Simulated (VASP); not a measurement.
# Ir (Fm-3m) in VASP: further runs, part 2 of 3

VASP 6.6.1. Earlier steps stand in the parts before.

**4. Electric field gradients, PBE, non-collinear spin, zero start, spin-orbit coupling**

INCAR reads:

```
PREC = Accurate ; ENCUT = 520
EDIFF = 1E-8 ; ISMEAR = -1
SIGMA = 0.03 ; LREAL = F
LASPH = T ; NELM = 150
ALGO = Normal ; ISIF = 2
LWAVE = F ; LCHARG = F
LNONCOLLINEAR = T ; MAGMOM = 0 0 0
LORBIT = 11 ; LSORBIT = T
GGA_COMPAT = F ; LORBMOM = T
LMAXMIX = 4 ; GGA = PE
LEFG = T ; NBANDS = 20
```

KPOINTS reads:

```
Automatic mesh
0
Gamma
  18 18 18
```

POSCAR reads:

```
Ir
1.0
    0.0000000000      1.9269646676      1.9269646676
    1.9269646676      0.0000000000      1.9269646676
    1.9269646676      1.9269646676      0.0000000000
Ir
1
Direct
    0.0000000000      0.0000000000      0.0000000000
```

Potentials or basis: VASP PAW PBE potentials, release 64 (Ir).

Run with:

```bash
cat potpaw_PBE.64/Ir/POTCAR > POTCAR
mpirun -np 1 vasp_ncl > vasp.out
```

OUTCAR:

```text
PREC = Accurate
   ENCUT = 520
   EDIFF = 1E-8
   ISMEAR = -1
   LREAL = F
   LASPH = T
   NELM = 150
   ISIF = 2
   LNONCOLLINEAR = T
   LORBIT = 11
   LSORBIT = T
   GGA = PE

 ion  position               nearest neighbor table
   1  0.000  0.000  0.000-

  LATTYP: Found a face centered cubic cell.
 ALAT       =     3.8539293352

  Lattice vectors:

 A1 = (   0.0000000000,   1.9269646676,   1.9269646676)
 A2 = (   1.9269646676,   0.0000000000,   1.9269646676)
 A3 = (   1.9269646676,   1.9269646676,   0.0000000000)

Analysis of symmetry for initial positions (statically):
=====================================================================
 Subroutine PRICEL returns:
 Original cell was already a primitive cell.

 Routine SETGRP: Setting up the symmetry group for a
 face centered cubic supercell.

 Subroutine GETGRP returns: Found 48 space group operations
 (whereof 48 operations were pure point group operations)
 out of a pool of 48 trial point group operations.

The static configuration has the point symmetry O_h .

Analysis of symmetry for dynamics (positions and initial velocities):
=====================================================================
 Subroutine PRICEL returns:
 Original cell was already a primitive cell.

 Routine SETGRP: Setting up the symmetry group for a
 face centered cubic supercell.

 Subroutine GETGRP returns: Found 48 space group operations
 (whereof 48 operations were pure point group operations)
 out of a pool of 48 trial point group operations.

The dynamic configuration has the point symmetry O_h .

Analysis of structural, dynamic, and magnetic symmetry:
=====================================================================
 Subroutine PRICEL returns:
 Original cell was already a primitive cell.

 Routine SETGRP: Setting up the symmetry group for a
 face centered cubic supercell.

 Subroutine GETGRP returns: Found 48 space group operations
 (whereof 48 operations were pure point group operations)
 out of a pool of 48 trial point group operations.

The overall configuration has the point symmetry O_h .

 Subroutine INISYM returns: Found 48 space group operations
 (whereof 48 operations are pure point group operations),
 and found     1 'primitive' translations

----------------------------------------------------------------------------------------

                                     Primitive cell

  volume of cell :      14.3104

  direct lattice vectors                    reciprocal lattice vectors
     0.000000000  1.926964668  1.926964668    -0.259475437  0.259475437  0.259475437
[... 133 lines left out ...]

 E-fermi :  10.2935     XC(G=0): -13.9191

 val. band max:       10.2869731443   @ k =  -0.2778   0.0556   0.0000
 cond. band min:      10.3086379649   @ k =   0.2778   0.2778   0.0000
 fundamental gap:      0.0216648206
 Fermi energy:        10.2934652916

 k-point     1 :       0.0000    0.0000    0.0000
  band No.  band energies     occupation
      1      -0.7844      1.00000
      2      -0.7844      1.00000
      3       6.0349      1.00000
      4       6.0349      1.00000
      5       6.0349      1.00000
      6       6.0349      1.00000
[... 541 lines left out ...]
     19      33.4281      0.00000
     20      33.4281      0.00000

 [... further k-points ...]
[... 5 lines left out ...]
  --------------------------------------------------------------------------------------
  -------------------------------------------------------------------------------------
  Total        0.5616912      0.5616912      0.5616912      0.0000000     -0.0000000      0.0000000
  in kB       62.8864274     62.8864274     62.8864274      0.0000000     -0.0000000      0.0000000
  external PRESSURE =      62.8864274 kB  Pullay stress =       0.0000000 kB

 VOLUME and BASIS-vectors are now :
 -----------------------------------------------------------------------------
  energy-cutoff  :      520.00
  volume of cell :       14.31
      direct lattice vectors                 reciprocal lattice vectors
     0.000000000  1.926964668  1.926964668    -0.259475437  0.259475437  0.259475437
     1.926964668  0.000000000  1.926964668     0.259475437 -0.259475437  0.259475437
     1.926964668  1.926964668  0.000000000     0.259475437  0.259475437 -0.259475437

 POSITION                                       TOTAL-FORCE (eV/Angst)
 -----------------------------------------------------------------------------------
      0.00000      0.00000      0.00000         0.000000      0.000000      0.000000
 -----------------------------------------------------------------------------------
    total drift:                                0.000000     -0.000000     -0.000000

  FREE ENERGIE OF THE ION-ELECTRON SYSTEM (eV)
  ---------------------------------------------------
  free  energy   TOTEN  =        -9.2342863010 eV

  energy  without entropy=       -9.2308808120  energy(sigma->0) =       -9.23258356

 Electric field gradients (V/A^2)
---------------------------------------------------------------------
 ion       V_xx      V_yy      V_zz      V_xy      V_xz      V_yz
---------------------------------------------------------------------
   1       0.000     0.000     0.000     0.000     0.000     0.000
---------------------------------------------------------------------

 Electric field gradients after diagonalization (V/A^2)
 (convention: |V_zz| > |V_xx| > |V_yy|)
----------------------------------------------------------------------
 ion       V_xx      V_yy      V_zz     asymmetry (V_yy - V_xx)/ V_zz
----------------------------------------------------------------------
   1      -0.000    -0.000     0.000       0.000
----------------------------------------------------------------------

           NMR quadrupolar parameters

 Cq : quadrupolar parameter    Cq=e*Q*V_zz/h
 eta: asymmetry parameters     (V_yy - V_xx)/ V_zz
 Q  : nuclear electric quadrupole moment in mb (millibarn)
----------------------------------------------------------------------
 ion       Cq(MHz)       eta       Q (mb)
----------------------------------------------------------------------
   1       0.000       0.000       1.000
----------------------------------------------------------------------

 orbital moment (x)

 # of ion     p       d       tot
 ----------------------------------------
  1        -0.000  -0.000  -0.000
 ----------------------------------------
           -0.000  -0.000  -0.000

 orbital moment (y)

 # of ion     p       d       tot
 ----------------------------------------
  1        -0.000   0.000   0.000
 ----------------------------------------
           -0.000   0.000   0.000

 orbital moment (z)

 # of ion     p       d       tot
 ----------------------------------------
  1         0.000   0.000   0.000
 ----------------------------------------
            0.000   0.000   0.000

 Spin-Orbit-Coupling matrix elements

 Ion:    1  E_soc:     -0.7754526
 l=   1
     0.0000000    -0.0383519    -0.0383519
    -0.0383519     0.0000000    -0.0383519
    -0.0383519    -0.0383519     0.0000000
 l=   2
     0.0000000    -0.0157533     0.0000000    -0.0157533    -0.0751369
    -0.0157533     0.0000000    -0.0563527    -0.0157533    -0.0187842
     0.0000000    -0.0563527     0.0000000    -0.0563527     0.0000000
    -0.0157533    -0.0157533    -0.0563527     0.0000000    -0.0187842
    -0.0751369    -0.0187842     0.0000000    -0.0187842     0.0000000
 l=   3
     0.0000000     0.0000000     0.0000000     0.0000000     0.0000000     0.0000000     0.0000000
     0.0000000     0.0000000     0.0000000     0.0000000     0.0000000     0.0000000     0.0000000
     0.0000000     0.0000000     0.0000000     0.0000000     0.0000000     0.0000000     0.0000000
     0.0000000     0.0000000     0.0000000     0.0000000     0.0000000     0.0000000     0.0000000
     0.0000000     0.0000000     0.0000000     0.0000000     0.0000000     0.0000000     0.0000000
     0.0000000     0.0000000     0.0000000     0.0000000     0.0000000     0.0000000     0.0000000
     0.0000000     0.0000000     0.0000000     0.0000000     0.0000000     0.0000000     0.0000000

 total charge

# of ion       s       p       d       tot
------------------------------------------
    1        0.667   0.739   6.958   8.364

 magnetization (x)

# of ion       s       p       d       tot
------------------------------------------
    1        0.000   0.000   0.000   0.000

 magnetization (y)

# of ion       s       p       d       tot
------------------------------------------
    1       -0.000   0.000   0.000   0.000

 magnetization (z)

# of ion       s       p       d       tot
------------------------------------------
    1       -0.000   0.000   0.000  -0.000
```

OSZICAR:

```text
N       E                     dE             d eps       ncg     rms          rms(c)
DAV:   1     0.741884614450E+02    0.74188E+02   -0.39741E+03  7832   0.895E+02
DAV:   2    -0.765570771302E+01   -0.81844E+02   -0.72324E+02  8008   0.261E+02
DAV:   3    -0.974941126593E+01   -0.20937E+01   -0.20666E+01  9352   0.496E+01
DAV:   4    -0.977667388258E+01   -0.27263E-01   -0.27247E-01  8936   0.476E+00
DAV:   5    -0.977744422552E+01   -0.77034E-03   -0.77032E-03  9236   0.837E-01    0.168E+01
DAV:   6    -0.932649811786E+01    0.45095E+00   -0.40474E-01  9176   0.109E+01    0.799E+00
DAV:   7    -0.924077886083E+01    0.85719E-01   -0.12718E-01 10312   0.558E+00    0.358E+00
DAV:   8    -0.923726712798E+01    0.35117E-02   -0.32456E-03  8416   0.578E-01    0.139E+00
DAV:   9    -0.923451312461E+01    0.27540E-02   -0.42192E-03  8876   0.981E-01    0.448E-01
DAV:  10    -0.923428196400E+01    0.23116E-03   -0.16743E-04  8948   0.199E-01    0.145E-02
DAV:  11    -0.923428442146E+01   -0.24575E-05   -0.11091E-06 10292   0.878E-03    0.882E-03
DAV:  12    -0.923428634048E+01   -0.19190E-05   -0.43575E-07  8700   0.641E-03    0.167E-03
DAV:  13    -0.923428631199E+01    0.28488E-07   -0.21990E-08 10180   0.189E-03    0.361E-04
DAV:  14    -0.923428629540E+01    0.16597E-07   -0.15591E-09  4440   0.551E-04    0.191E-04
DAV:  15    -0.923428630099E+01   -0.55951E-08   -0.13690E-10  4120   0.162E-04
   1 F= -.92342863E+01 E0= -.92325836E+01  d E =-.340549E-02  mag=    -0.0000     0.0000    -0.0000
```

It took 50 s on 1 thread of Intel Xeon 6975P-C (Granite Rapids), shared host; peak memory 0.22 GiB.

Results:

```
Free energy                                           : -9.2343 eV
Pressure                                              : 6.3 GPa
Net moment                                            : 0.00 μB per cell
Valence electrons inside the program's atomic spheres : Ir 8.36
```

Moments on the atoms (μB; x, y, z):
```
Ir  0.00 0.00 0.00
```

Caveat: without QUAD_EFG the Cq values of the log hold for a quadrupole moment of 1 mb, not for the nuclei.

(Continued in part 3 of 3.)
